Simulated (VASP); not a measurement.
A run of VASP 6.6.1 is set up as follows.

The input INCAR:

```
SYSTEM = ZrC
  PREC = Accurate
  ENCUT = 600
  EDIFF = 1E-6
  ISMEAR = 0
  SIGMA = 0.1
  LREAL = .FALSE.
  LASPH = .TRUE.
  NELM = 60
  ALGO = Normal
  ISIF = 3
  LWAVE = .FALSE.
  LCHARG = .FALSE.
  GGA = PE
  IVDW = 12
  IBRION = 2
  NSW = 100
  EDIFFG = -0.01
```

Contents of KPOINTS:

```
regular mesh
0
G
  20 20 20
  0 0 0
```

The input POSCAR:

```
ZrC
1.0
    0.0000000000      2.3375918689      2.3375918689
    2.3375918689      0.0000000000      2.3375918689
    2.3375918689      2.3375918689      0.0000000000
Zr C
1 1
Direct
    0.0000000000      0.0000000000      0.0000000000
    0.5000000000      0.5000000000      0.5000000000
```

Potentials or basis: VASP PAW PBE potentials, release 64 (Zr_sv, C).

Launch:

```console
$ cat potpaw_PBE.64/Zr_sv/POTCAR potpaw_PBE.64/C/POTCAR > POTCAR
$ mpirun -np 1 vasp_std > vasp.out
```

Problem. Estimate the dispersion energy per atom.

Solution. -0.407 eV.

Problem. Estimate the relaxed volume.

Solution. 12.76 Å³/atom.

Problem. Estimate the relaxed cell.

Solution. a = 3.305 Å, b = 3.305 Å, c = 3.305 Å, α = 60.00°, β = 60.00°, γ = 60.00°.

Problem. What does it give for the space group after relaxing (to 0.05 Å)?

Solution. Fm-3m (No. 225).

Final structure:
```
Zr C
1.0
     0.00000    2.33707    2.33707
     2.33707    0.00000    2.33707
     2.33707    2.33707    0.00000
Zr C
1 1
Direct
  0.00000 0.00000 0.00000
  0.50000 0.50000 0.50000
```

Caveat: pairwise dispersion overbinds metals, which lowers pressure and volume.
